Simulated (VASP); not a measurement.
# AlN (F-43m) in VASP: notebook

The runs below take AlN through relaxation of cell and atoms, single point, with PBE.

All numbers are computed with VASP 6.6.1; they aren't measurements. Logs are shortened: lines on timing, memory, paths and dates and some standing lists are left out, and cuts for length are marked.

**1. The cell of the first run**

It takes space group F-43m (No. 216, cubic). Conventional cell: a = 4.403 Å, b = 4.403 Å, c = 4.403 Å, α = 90.00°, β = 90.00°, γ = 90.00°. Within 2.5 Å of Al (site symmetry -43m) lie 4 N at 1.91 Å. N (site symmetry -43m) has 4 Al at 1.91 Å within 2.5 Å.

**2. Relaxation of cell and atoms, PBE, target pressure 9 GPa, at which the enthalpy is minimised**

Input file INCAR:

```
SYSTEM = AlN
ALGO = Normal
EDIFF = 1E-7
EDIFFG = -0.001
ENCUT = 600
GGA = PE
GGA_COMPAT = .FALSE.
IBRION = 2
ISIF = 3
ISMEAR = 0
LASPH = .TRUE.
LCHARG = .FALSE.
LREAL = .FALSE.
LWAVE = .FALSE.
NELM = 120
NELMIN = 4
NSW = 80
PREC = Accurate
PSTRESS = 90.0
SIGMA = 0.01
```

Input file KPOINTS:

```
k-points
0
G
  10 10 10
  0 0 0
```

Input file POSCAR:

```
AlN
1.0
    0.0000000000      2.2015871054      2.2015871054
    2.2015871054      0.0000000000      2.2015871054
    2.2015871054      2.2015871054      0.0000000000
Al N
1 1
Direct
    0.0000000000      0.0000000000      0.0000000000
    0.7500000000      0.7500000000      0.7500000000
```

Potentials or basis: VASP PAW PBE potentials, release 64 (Al, N).

On the command line:

```console
> cat potpaw_PBE.64/Al/POTCAR potpaw_PBE.64/N/POTCAR > POTCAR
> mpirun -np 1 vasp_std > vasp.out
```

OUTCAR:

```text
SYSTEM = AlN
   EDIFF = 1E-7
   EDIFFG = -0.001
   ENCUT = 600
   GGA = PE
   IBRION = 2
   ISIF = 3
   ISMEAR = 0
   LASPH = .TRUE.
   LREAL = .FALSE.
   NELM = 120
   NELMIN = 4
   NSW = 80
   PREC = Accurate
   PSTRESS = 90.0

 ion  position               nearest neighbor table
   1  0.000  0.000  0.000-   2 1.91   2 1.91   2 1.91   2 1.91
   2  0.750  0.750  0.750-   1 1.91   1 1.91   1 1.91   1 1.91

  LATTYP: Found a face centered cubic cell.
 ALAT       =     4.4031742108

  Lattice vectors:

 A1 = (   0.0000000000,   2.2015871054,   2.2015871054)
 A2 = (   2.2015871054,   0.0000000000,   2.2015871054)
 A3 = (   2.2015871054,   2.2015871054,   0.0000000000)

Analysis of symmetry for initial positions (statically):
=====================================================================
 Subroutine PRICEL returns:
 Original cell was already a primitive cell.

 Routine SETGRP: Setting up the symmetry group for a
 face centered cubic supercell.

 Subroutine GETGRP returns: Found 24 space group operations
 (whereof 24 operations were pure point group operations)
 out of a pool of 48 trial point group operations.

The static configuration has the point symmetry T_d .

Analysis of symmetry for dynamics (positions and initial velocities):
=====================================================================
 Subroutine PRICEL returns:
 Original cell was already a primitive cell.

 Routine SETGRP: Setting up the symmetry group for a
 face centered cubic supercell.

 Subroutine GETGRP returns: Found 24 space group operations
 (whereof 24 operations were pure point group operations)
 out of a pool of 48 trial point group operations.

The dynamic configuration has the point symmetry T_d .

 Subroutine INISYM returns: Found 24 space group operations
 (whereof 24 operations are pure point group operations),
 and found     1 'primitive' translations

----------------------------------------------------------------------------------------

                                     Primitive cell

  volume of cell :      21.3421

  direct lattice vectors                    reciprocal lattice vectors
     0.000000000  2.201587105  2.201587105    -0.227108888  0.227108888  0.227108888
     2.201587105  0.000000000  2.201587105     0.227108888 -0.227108888  0.227108888
     2.201587105  2.201587105  0.000000000     0.227108888  0.227108888 -0.227108888

  length of vectors
     3.113514343  3.113514343  3.113514343     0.393364133  0.393364133  0.393364133

  position of ions in fractional coordinates (direct lattice)
     0.000000000  0.000000000  0.000000000
     0.750000000  0.750000000  0.750000000

  ion indices of the primitive-cell ions
   primitive index   ion index
                 1           1
                 2           2

----------------------------------------------------------------------------------------

 KPOINTS: k-points

Automatic generation of k-mesh.
 Grid dimensions read from file:
 generate k-points for:   10   10   10

 Generating k-lattice:

  Cartesian coordinates                     Fractional coordinates (reciprocal lattice)
    -0.022710889  0.022710889  0.022710889     0.100000000  0.000000000  0.000000000
     0.022710889 -0.022710889  0.022710889     0.000000000  0.100000000  0.000000000
     0.022710889  0.022710889 -0.022710889     0.000000000  0.000000000  0.100000000

  Length of vectors
     0.039336413  0.039336413  0.039336413

  Shift w.r.t. Gamma in fractional coordinates (k-lattice)
     0.000000000  0.000000000  0.000000000

 Subroutine IBZKPT returns following result:
 ===========================================

 Found     47 irreducible k-points:

 Following reciprocal coordinates:
            Coordinates               Weight
  0.000000  0.000000  0.000000      1.000000
  0.100000  0.000000  0.000000      8.000000
  0.200000  0.000000  0.000000      8.000000
  0.300000  0.000000  0.000000      8.000000
  0.400000  0.000000  0.000000      8.000000
  0.500000  0.000000  0.000000      4.000000
[... 16 lines left out ...]
  0.300000  0.300000  0.000000      6.000000
  0.400000  0.300000  0.000000     24.000000
 [... further k-points ...]
   k-points           NKPTS =     47   k-points in BZ     NKDIM =     47   number of bands    NBANDS=      8
   number of dos      NEDOS =    301   number of ions     NIONS =      2
   total plane-waves  NPLWV =  21952
   dimension x,y,z NGX =    28 NGY =   28 NGZ =   28
   dimension x,y,z NGXF=    56 NGYF=   56 NGZF=   56
   ions per type =               1   1
   NGX,Y,Z   is equivalent  to a cutoff of  14.95, 14.95, 14.95 a.u.
   NGXF,Y,Z  is equivalent  to a cutoff of  29.90, 29.90, 29.90 a.u.
 SYSTEM =  AlN
   PREC   = accura    normal or accurate (medium, high low for compatibility)
   ISTART =      0    job   : 0-new  1-cont  2-samecut
   ICHARG =      2    charge: 1-file 2-atom 10-const
   ISPIN  =      1    spin polarized calculation?
   LNONCOLLINEAR =      F non collinear calculations
   LSORBIT =      F    spin-orbit coupling
   LASPH  =      T    aspherical Exc in radial PAW
   ENCUT  =  600.0 eV  44.10 Ry    6.64 a.u.   6.22  6.22  6.22*2*pi/ulx,y,z
   NELM   =    120;   NELMIN=  4; NELMDL= -5     # of ELM steps
   EDIFF  = 0.1E-06   stopping-criterion for ELM
   LREAL  =      F    real-space projection
   EDIFFG = -.1E-02   stopping-criterion for IOM
   NSW    =     80    number of steps for IOM
   IBRION =      2    ionic relax: 0-MD 1-quasi-New 2-CG
   NFREE  =      1    steps in history (QN), initial steepest desc. (CG)
   ISIF   =      3    stress and relaxation
   ISYM   =      2    0-nonsym 1-usesym 2-fastsym
   POTIM  = 0.5000    time-step for ionic-motion
   TEBEG  =    0.0;   TEEND  =   0.0 temperature during run
   PSTRESS=   90.0 pullay stress
   NELECT =       8.0000    total number of electrons
   NUPDOWN=      -1.0000    fix difference up-down
   EMIN   =  10.00;   EMAX   =-10.00  energy-range for DOS
   EFERMI =   0.00;   METHOD = LEGACY
   ISMEAR =     0;   SIGMA  =   0.01  broadening in eV -4-tet -1-fermi 0-gaus
   EFERMI_NEDOS =   21; number of points for ismear=-14 and -15
   IALGO  =     38    algorithm
   IMIX   =      4    mixing-type and parameters
     AMIX     =   0.40;   BMIX     =  1.00
     AMIX_MAG =   1.60;   BMIX_MAG =  1.00
  volume/ion in A,a.u.               =      10.67        72.01
  Fermi-wavevector in a.u.,A,eV,Ry     =   1.180390  2.230614 18.957286  1.393321
  Thomas-Fermi vector in A             =   2.316684
   LORBIT       =      0    0 simple, 1 ext, 2 COOP (PROOUT), +10 PAW based schemes
   GGA     = PE    functional components
   LHFCALC =     F    Hartree Fock is set to
   AEXX    =    0.0000 exact exchange contribution
   IVDW    =     0    specifies the selected vdW correction
   LEPSILON=     F    determine dielectric tensor
   LRPA    =     F    only Hartree local field effects (RPA)
 conjugate gradient relaxation of ions
 non-spin polarized calculation
 Gauss-broadening in eV      SIGMA  =   0.01
  energy-cutoff  :      600.00
  volume of cell :       21.34
 maximum number of plane-waves:       728
 NGX is ok and might be reduce to    28
   NGX = 13   NGY = 13   NGZ = 13

--------------------------------------- Ionic step        1  -------------------------------------------

 number of electron       8.0000000 magnetization

 Free energy of the ion-electron system (eV)
  ---------------------------------------------------
  ext. energy  EPLUGINS =         0.00000000
  ---------------------------------------------------
  free energy    TOTEN  =       -14.84892102 eV

  energy without entropy =      -14.84892102  energy(sigma->0) =      -14.84892102

------------------------ aborting loop because EDIFF is reached ----------------------------------------

  FORCE on cell =-STRESS in cart. coord.  units (eV):
  Direction    XX          YY          ZZ          XY          YZ          ZX
  --------------------------------------------------------------------------------------
  -------------------------------------------------------------------------------------
  Total       -0.0522846     -0.0522846     -0.0522846     -0.0000000      0.0000000     -0.0000000
  in kB       -3.9250659     -3.9250659     -3.9250659     -0.0000000      0.0000000     -0.0000000
  external PRESSURE =     -93.9250659 kB  Pullay stress =      90.0000000 kB
[... 175 lines left out ...]
  enthalpy is  TOTEN    =       -13.6784254465 eV   P V=        1.1469871607

--------------------------------------- Ionic step        6  -------------------------------------------

 number of electron       8.0000000 magnetization

 Free energy of the ion-electron system (eV)
  ---------------------------------------------------
  ext. energy  EPLUGINS =         0.00000000
  ---------------------------------------------------
  free energy    TOTEN  =       -14.82486193 eV

  energy without entropy =      -14.82486193  energy(sigma->0) =      -14.82486193

 E-fermi :   6.2123     XC(G=0): -11.0243

 val. band max:        6.1660377950   @ k =   0.0000   0.0000   0.0000
 cond. band min:       9.4948225080   @ k =   0.5000   0.5000   0.0000
 fundamental gap:      3.3287847130
 Fermi energy:         6.2123107688

 k-point     1 :       0.0000    0.0000    0.0000
  band No.  band energies     occupation
      1      -8.9360      2.00000
      2       6.1660      2.00000
      3       6.1660      2.00000
      4       6.1660      2.00000
      5      10.5468      0.00000
      6      18.9327      0.00000
      7      18.9327      0.00000
      8      18.9327      0.00000
[... 243 lines left out ...]
 k-point    24 :       0.4000    0.3000    0.0000
  band No.  band energies     occupation
      1      -6.8725      2.00000
      2       1.9752      2.00000
      3       4.4429      2.00000
      4       4.7463      2.00000
      5      11.1285      0.00000
      6      15.8402      0.00000
      7      18.6710      0.00000
      8      20.9842      0.00000

 [... further k-points ...]
[... 5 lines left out ...]
  --------------------------------------------------------------------------------------
  -------------------------------------------------------------------------------------
  Total        1.1470252      1.1470252      1.1470252      0.0000000      0.0000000      0.0000000
  in kB       90.0464759     90.0464759     90.0464759      0.0000000      0.0000000      0.0000000
  external PRESSURE =       0.0464759 kB  Pullay stress =      90.0000000 kB
[... 17 lines left out ...]
  FREE ENERGIE OF THE ION-ELECTRON SYSTEM (eV)
  ---------------------------------------------------
  free  energy   TOTEN  =       -14.8248619339 eV

  energy  without entropy=      -14.8248619339  energy(sigma->0) =      -14.82486193

  enthalpy is  TOTEN    =       -13.6784287359 eV   P V=        1.1464331979

 reached required accuracy - stopping structural energy minimisation
```

Run time: 22 s. Hardware: 1 thread of Intel Xeon Platinum 8488C (Sapphire Rapids), shared host; peak memory 0.16 GiB.

Results:

| Property | Result |
| --- | --- |
| Free energy | -14.8249 eV |
| Relaxed volume | 10.20 Å³/atom |
| Relaxed cell | a = 3.067 Å, b = 3.067 Å, c = 3.067 Å, α = 60.00°, β = 60.00°, γ = 60.00° |
| Space group after relaxing (to 0.05 Å) | F-43m (No. 216) |
| Energy change on relaxing (the enthalpy is what falls) | +12.0 meV/atom |
| Ionic steps | 6 |
| Pressure after relaxing | 9.0 GPa |
| Band gap on the k mesh | 3.33 eV, indirect (least direct gap 4.38 eV) |

The path:
```
step  energy change (eV)  largest force (eV/Å)  pressure (GPa)  volume (Å³)
   1              0.0000                0.0000           -0.39        21.34
   2              0.1104                0.0000           20.83        19.47
   3              0.0236                0.0000            8.92        20.42
   4              0.0246                0.0000            9.12        20.40
   5              0.0235                0.0000            8.90        20.42
   6              0.0241                0.0000            9.00        20.41
```

Final structure:
```
CELL_PARAMETERS angstrom
0.00000 2.16901 2.16901
2.16901 0.00000 2.16901
2.16901 2.16901 0.00000
ATOMIC_POSITIONS crystal
Al 0.00000 0.00000 0.00000
N 0.75000 0.75000 0.75000
```

Caveat: the cell is relaxed towards a set pressure, so the enthalpy falls and the energy may rise.

(Continued in part 2 of 2.)
